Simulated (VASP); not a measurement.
A run of VASP 6.6.1 is set up as follows.

Contents of INCAR:

```
  PREC = Accurate
  ENCUT = 520
  EDIFF = 1E-6
  ISMEAR = 0
  SIGMA = 0.15
  LREAL = F
  LASPH = T
  NELM = 100
  ALGO = Normal
  ISIF = 2
  LWAVE = F
  LCHARG = T
  GGA = PS
  LELF = T
  LVHAR = T
  NBANDS = 29
```

Contents of KPOINTS:

```
Automatic mesh
0
Gamma
  14 14 14
```

File POSCAR:

```
TiSi2
1.0
    0.0000000000      4.0910612953      4.2480470636
    2.3808780418      0.0000000000      4.2480470636
    2.3808780418      4.0910612953      0.0000000000
Ti Si
2 4
Direct
    0.7626003934      0.7373996066      0.7373996066
    0.4873996066      0.5126003934      0.5126003934
    0.0897012449      0.4027686587      0.0826328799
    0.4248972165      0.0826328799      0.4027686587
    0.1602987551      0.8472313413      0.1673671201
    0.8251027835      0.1673671201      0.8472313413
```

Potentials or basis: VASP PAW PBE potentials, release 64 (Ti_sv, Si).

Command:

```bash
$ cat potpaw_PBE.64/Ti_sv/POTCAR potpaw_PBE.64/Si/POTCAR > POTCAR
$ mpirun -np 1 vasp_std > vasp.out
```

Estimate the largest force.

0.735 eV/Å.

What does it give for the pressure?

0.6 GPa.

Predict the band gap on the k mesh.

zero (band 20 reaches 10.95 eV, above the bottom of band 21 at 9.09 eV).

Stress tensor (GPa, compression positive):
```
 0.24  0.00  0.00
 0.00 -0.02 -1.70
 0.00 -1.70  1.50
```

Caveat: the cell differs from its parent crystal (mode 9 (265.9 1/cm) frozen in, largest displacement -0.060 Å); the PAW data sets were made with another functional, which shifts forces and pressure a little.
